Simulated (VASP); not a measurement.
Write the native input for VASP 6.6.1 that does the following.

* Task: single point
* Functional: PBE
* Potentials or basis: VASP PAW PBE potentials, release 64 (Sn_d, Se)
* Cutoff: 520 eV
* k mesh: 8 × 8 × 8
* Occupations: fermi-dirac, width 0.02 eV
* Spin: no spin polarisation
* Dipole correction: no
* Further INCAR settings: ALGO = Normal; EDIFF = 1e-06; NBANDS = 17

The structure of SnSe lies in POSCAR:

```
SnSe
1.0
   -0.0612697125      2.9852747159      2.9852747159
    2.9852747159     -0.0612697125      2.9852747159
    2.9852747159      2.9852747159     -0.0612697125
Sn Se
1 1
Direct
    0.0000000000      0.0000000000      0.0000000000
    0.5000000000      0.5000000000      0.5000000000
```

This cell differs from its parent crystal: epitaxial 111 strain +1.5%.

One way to write it, as run:

INCAR

```
SYSTEM = SnSe
ALGO = Normal ; EDIFF = 1E-6
ENCUT = 520 ; GGA = PE
ISIF = 2 ; ISMEAR = -1
LASPH = .True. ; LCHARG = .False.
LREAL = .False. ; LWAVE = .False.
NBANDS = 17 ; NELM = 100
PREC = Accurate ; SIGMA = 0.02
```

KPOINTS

```
k-points
0
Gamma
  8 8 8
  0 0 0
```

Potentials or basis: VASP PAW PBE potentials, release 64 (Sn_d, Se).

The run is started by

```bash
$ cat potpaw_PBE.64/Sn_d/POTCAR potpaw_PBE.64/Se/POTCAR > POTCAR
$ mpirun -np 1 vasp_std > vasp.out
```

Results of the run:

```
Pressure               : 0.6 GPa
Band gap on the k mesh : 0.37 eV (least direct gap 0.55 eV)
```

Caveat: the cell differs from its parent crystal (epitaxial 111 strain +1.5%); the structure was generated, so it needn't be the stable form of SnSe; semilocal functionals underestimate gaps, and a narrow one can read as zero; spin-orbit coupling is left out, which moves the levels of the heavy elements.

Run time: 16 s on 1 thread of Intel(R) Xeon(R) 6975P-C (Granite Rapids), on a shared host, peak memory 0.21 GiB.
